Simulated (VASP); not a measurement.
GaC2:

```
CELL_PARAMETERS angstrom
3.13548 0.00000 0.00000
0.00000 3.13548 0.00000
0.00000 0.00000 6.58021
ATOMIC_POSITIONS crystal
Ga 0.50000 0.00000 0.28000
Ga 0.00000 0.50000 0.72000
C 0.00000 0.00000 0.00000
C 0.50000 0.50000 0.00000
C 0.50000 0.00000 0.64000
C 0.00000 0.50000 0.36000
```

| Property | Result |
| --- | --- |
| Program | VASP 6.6.1 |
| Task | relaxation of cell and atoms |
| Functional | PBE |
| Potentials or basis | VASP PAW PBE potentials, release 64 (Ga_d, C) |
| Cutoff | 600 eV |
| k mesh | 6 × 6 × 4 |
| Occupations | gaussian, width 0.1 eV |
| Spin | no spin polarisation |

At the start: pressure -12.2 GPa; volume 10.78 Å³/atom.

Question: How do energy, volume and symmetry change on relaxing?

Answer: Over 35 steps the energy falls by 178.0 meV/atom and the volume is 10.85 Å³/atom (+0.7 %); space group P4/nmm (No. 129, to 0.05 Å).

Step by step:
| step | energy change (eV) | largest force (eV/Å) | pressure (GPa) | volume (Å³) |
| --- | --- | --- | --- | --- |
| 1 | 0.0000 | 0.6181 | -12.25 | 64.69 |
| 2 | -0.3303 | 0.6476 | 2.61 | 57.27 |
| 3 | -0.3315 | 0.6543 | 1.58 | 57.64 |
| 4 | -0.4206 | 0.5015 | 2.23 | 57.40 |
| 5 | -0.6479 | 0.4036 | 6.37 | 56.60 |
| 6 | -0.6976 | 0.4836 | 5.49 | 57.06 |
| 7 | -0.7976 | 0.4564 | 1.96 | 58.30 |
| 8 | -0.9096 | 0.8160 | 0.55 | 60.62 |
| 9 | -0.9101 | 0.8452 | 0.84 | 61.13 |
| 10 | -0.9514 | 0.6063 | 0.30 | 61.39 |
| 11 | -0.9824 | 0.2798 | -0.24 | 61.83 |
| 12 | -0.9840 | 0.2170 | -0.34 | 61.94 |
| 13 | -0.9841 | 0.1986 | -0.37 | 61.98 |
| 14 | -0.9932 | 0.1705 | -0.14 | 61.86 |
| 15 | -1.0083 | 0.1083 | 0.45 | 61.53 |
| 16 | -1.0037 | 0.0555 | 1.55 | 60.85 |
| 17 | -1.0106 | 0.0608 | 0.91 | 61.25 |
| 18 | -1.0149 | 0.1330 | -0.47 | 61.96 |
| 19 | -1.0153 | 0.1568 | -0.94 | 62.22 |
| 20 | -1.0177 | 0.1699 | -0.94 | 62.35 |
| 21 | -1.0249 | 0.2076 | -0.97 | 62.73 |
| 22 | -1.0370 | 0.2572 | -0.96 | 63.49 |
| 23 | -1.0329 | 0.2829 | -1.23 | 65.01 |
| 24 | -1.0413 | 0.2653 | -1.01 | 64.02 |
| 25 | -1.0496 | 0.1892 | 0.30 | 63.80 |
| 26 | -1.0514 | 0.1678 | 1.17 | 63.64 |
| 27 | -1.0585 | 0.1376 | 0.63 | 63.98 |
| 28 | -1.0597 | 0.1187 | 0.27 | 64.18 |
| 29 | -1.0613 | 0.1108 | 0.15 | 64.34 |
| 30 | -1.0648 | 0.0874 | -0.40 | 64.79 |
| 31 | -1.0654 | 0.0924 | -1.34 | 65.71 |
| 32 | -1.0663 | 0.0629 | -0.89 | 65.29 |
| 33 | -1.0674 | 0.0551 | -0.58 | 65.23 |
| 34 | -1.0682 | 0.0427 | -0.05 | 65.14 |
| 35 | -1.0682 | 0.0399 | 0.03 | 65.12 |

Final structure:
```
Ga C
1.0
     2.85308    0.00000    0.00000
     0.00000    2.85308    0.00000
     0.00000    0.00000    8.00046
Ga C
2 4
Direct
  0.50000 0.00000 0.34697
  0.00000 0.50000 0.65303
  0.00000 0.00000 0.00000
  0.50000 0.50000 0.00000
  0.50000 0.00000 0.63599
  0.00000 0.50000 0.36401
```
